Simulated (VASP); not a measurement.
The system is SiC.

```
CELL_PARAMETERS angstrom
3.07755 0.00000 0.00000
-1.53878 2.66524 0.00000
0.00000 0.00000 10.07672
ATOMIC_POSITIONS crystal
Si 0.66667 0.33333 0.93784
Si 0.33333 0.66667 0.43784
Si 0.00000 0.00000 0.68789
Si 0.00000 0.00000 0.18789
C 0.66667 0.33333 0.74980
C 0.33333 0.66667 0.24980
C 0.00000 0.00000 0.50047
C 0.00000 0.00000 0.00047
```

Base run:

- Program: VASP 6.6.1
- Functional: r2SCAN
- Potentials or basis: VASP PAW PBE potentials, release 64 (Si, C)
- Cutoff: 520 eV
- k mesh: 9 × 9 × 2
- Occupations: gaussian, width 0.01 eV
- Spin: no spin polarisation

Its results: band gap on the k mesh 2.73 eV (least direct gap 3.87 eV); pressure -0.2 GPa.

Problem. The run is repeated on the same cell with these changes: k mesh from 9 × 9 × 2 to 12 × 12 × 4. What comes out?

Solution. Band gap on the k mesh 2.61 eV (least direct gap 3.79 eV); pressure -0.2 GPa.

Caveats: the PAW data sets were made with another functional, which shifts forces and pressure a little.

A k mesh can miss the band edges.
